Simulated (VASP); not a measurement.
Wanted: the native input for a VASP 6.6.1 run.

| Item | Value |
| --- | --- |
| Task | single point |
| Functional | r2SCAN |
| Potentials or basis | VASP PAW PBE potentials, release 64 (Hf_pv, N) |
| Cutoff | 520 eV |
| k mesh | 16 × 16 × 12 |
| Occupations | gaussian, width 0.1 eV |
| Spin | no spin polarisation |
| Dipole correction | no |
| Further INCAR settings | ALGO = Normal; EDIFF = 1e-06; NBANDS = 23 |

HfN:

```xyz
4
Lattice="2.2967 2.2967 0.0000 -2.2967 2.2967 0.0000 0.0000 0.0000 4.4847" Properties=species:S:1:pos:R:3 pbc="T T T"
Hf    0.0000    0.0000    0.0000
Hf    0.0000    2.2967    2.2424
N     0.0000    2.2967    0.0000
N     0.0000    0.0000    2.2424
```

This cell differs from its parent crystal: biaxial strain in the a-b plane: +1.5 %.

These files were run (other wordings do the same):

POSCAR

```
HfN
1.0
    2.2966786165      2.2966786165      0.0000000000
   -2.2966786165      2.2966786165      0.0000000000
    0.0000000000      0.0000000000      4.4847458304
Hf N
2 2
Direct
    0.0000000000      0.0000000000      0.0000000000
    0.5000000000      0.5000000000      0.5000000000
    0.5000000000      0.5000000000      0.0000000000
    0.0000000000      0.0000000000      0.5000000000
```

INCAR.step1

```
SYSTEM = HfN
PREC = Accurate
ENCUT = 520
ISMEAR = 0
SIGMA = 0.1
LREAL = .FALSE.
LASPH = .TRUE.
NELM = 100
NBANDS = 23
GGA = PE
ALGO = Normal
EDIFF = 1E-4
LWAVE = .TRUE.
LCHARG = .FALSE.
```

INCAR.step2

```
SYSTEM = HfN
PREC = Accurate
ENCUT = 520
EDIFF = 1E-6
ISMEAR = 0
SIGMA = 0.1
LREAL = .FALSE.
LASPH = .TRUE.
NELM = 100
ALGO = Normal
ISIF = 2
LWAVE = .FALSE.
LCHARG = .FALSE.
METAGGA = R2SCAN
LMIXTAU = .TRUE.
NBANDS = 23
ISTART = 1
```

KPOINTS

```
regular mesh
0
G
  16 16 12
  0 0 0
```

Potentials or basis: VASP PAW PBE potentials, release 64 (Hf_pv, N).

Command:

```bash
$ cat potpaw_PBE.64/Hf_pv/POTCAR potpaw_PBE.64/N/POTCAR > POTCAR
$ cp INCAR.step1 INCAR
$ mpirun -np 1 vasp_std > vasp.out
$ cp INCAR.step2 INCAR
$ mpirun -np 1 vasp_std > vasp.out
```

It gave:

| Property | Result |
| --- | --- |
| Pressure | -7.9 GPa |
| Band gap on the k mesh | zero (bands 15 and 16 overlap by 7.01 eV) |

Caveat: the cell differs from its parent crystal (biaxial strain in the a-b plane: +1.5 %); the stress differs along the axes, from -12 to -1 GPa; the PAW data sets were made with another functional, which shifts forces and pressure a little; spin-orbit coupling is left out, which moves the levels of the heavy elements.

It took 18 min on 1 thread of Intel Xeon 8259CL, on a shared host, peak memory 0.4 GiB.
